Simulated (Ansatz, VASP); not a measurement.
## BN: VASP beside Ansatz

INCAR

```
  PREC = Accurate
  ENCUT = 520
  EDIFF = 1E-6
  ISMEAR = -1
  SIGMA = 0.03
  LREAL = F
  LASPH = T
  NELM = 100
  ALGO = Normal
  ISIF = 2
  LWAVE = F
  LCHARG = F
  GGA = PS
  NBANDS = 11
```

KPOINTS

```
Automatic mesh
0
Gamma
  13 13 13
```

File POSCAR:

```
BN
1.0
    0.0000000000      1.7830713297      1.7830713297
    1.7830713297      0.0000000000      1.7830713297
    1.7830713297      1.7830713297      0.0000000000
B N
1 1
Direct
    0.0000000000      0.0000000000      0.0000000000
    0.7500000000      0.7500000000      0.7500000000
```

Input for Ansatz:

```yaml
crystal:
  lattice:
    - [0.0, 1.7830713297, 1.7830713297]
    - [1.7830713297, 0.0, 1.7830713297]
    - [1.7830713297, 1.7830713297, 0.0]
  atoms:
    - { symbol: B, position: [0.0, 0.0, 0.0] }
    - { symbol: "N", position: [0.75, 0.75, 0.75] }
kpoints:
  mp_grid: { grid: [13, 13, 13] }
scf:
  occupations: { method: fermi_dirac, width: 0.03 }
hamiltonian:
  xc: pbesol
  pseudopotentials: { kind: all_electron, lapw: { basis_error: 0.001 } }
output:
  forces: true
  stress: true
  eigenvalues: true
```

Change from the starting cell: volume scaled by 0.96.

Alike in both runs: task single point; functional PBEsol; k mesh 13 × 13 × 13; occupations fermi-dirac, width 0.03 eV; no spin polarisation.

|  | VASP | Ansatz |
| --- | --- | --- |
| version | VASP 6.6.1 | Ansatz 0.2.0 |
| potentials or method | VASP PAW PBE potentials, release 64 (B, N), cutoff 520 eV | all-electron LAPW, scalar-relativistic |

|  | VASP | Ansatz | Ansatz less VASP |
| --- | --- | --- | --- |
| gap on the k mesh at the Fermi level (eV) | 4.40 | 4.41 | +0.010 |
| pressure (GPa) | 14.3 | 13.6 | -0.73 |

VASP's potentials were made for PBE, not for PBEsol. Ansatz ran all-electron here, and VASP with PAW potentials.
